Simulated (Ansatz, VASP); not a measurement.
## Two plane-wave programs on ScF3

INCAR

```
PREC = Accurate
ENCUT = 520
EDIFF = 1E-6
ISMEAR = 0
SIGMA = 0.05
LREAL = F
LASPH = T
NELM = 100
ALGO = Normal
ISIF = 2
LWAVE = F
LCHARG = T
GGA = CA
LELF = T
LVHAR = T
NBANDS = 24
```

The input KPOINTS:

```
Automatic mesh
0
Gamma
  6 6 6
```

The input POSCAR:

```
ScF3
1.0
    4.2128085139     -0.8425617028     -0.8425617028
   -0.8425617028      4.2128085139     -0.8425617028
   -0.8425617028     -0.8425617028      4.2128085139
Sc F
1 3
Direct
    0.0000000000      0.0000000000      0.0000000000
    0.5000000000      0.0000000000      0.0000000000
    0.0000000000      0.5000000000      0.0000000000
    0.0000000000      0.0000000000      0.5000000000
```

Input for Ansatz:

```yaml
crystal:
  lattice:
    - [4.2128085139, -0.8425617028, -0.8425617028]
    - [-0.8425617028, 4.2128085139, -0.8425617028]
    - [-0.8425617028, -0.8425617028, 4.2128085139]
  atoms:
    - { symbol: Sc, position: [0.0, 0.0, 0.0] }
    - { symbol: F, position: [0.5, 0.0, 0.0] }
    - { symbol: F, position: [0.0, 0.5, 0.0] }
    - { symbol: F, position: [0.0, 0.0, 0.5] }
basis:
  ecutwfc: 420
kpoints:
  mp_grid: { grid: [6, 6, 6] }
hamiltonian:
  xc: lda
scf:
  occupations: { method: gaussian, width: 0.05 }
output:
  forces: true
  stress: true
  eigenvalues: true
```

Alike in both runs: task single point; functional LDA; k mesh 6 × 6 × 6; occupations gaussian, width 0.05 eV; no spin polarisation.

```csv
,VASP,Ansatz
version,VASP 6.6.1,Ansatz 0.2.0
potentials or method,"VASP PAW LDA potentials, release 64 (Sc_sv, F), cutoff 520 eV","scalar-relativistic, plane waves, PAW"
valence electrons in the cell,32,32
```

Ansatz gave:

```
gap on the k mesh at the Fermi level (eV)                     : 2.65
least direct gap on the mesh (eV)                             : 2.76
pressure (GPa)                                                : -16.8
traceless stress, the component that is largest in VASP (GPa) : 9.34
```

Task: Which values does VASP return?

Result: gap on the k mesh at the Fermi level (eV): 2.62; least direct gap on the mesh (eV): 2.73; pressure (GPa): -16.6; traceless stress, the component that is largest in VASP (GPa): 9.18.

LDA's correlation is that of Perdew and Zunger in VASP and of Perdew and Wang (1992) in Ansatz.
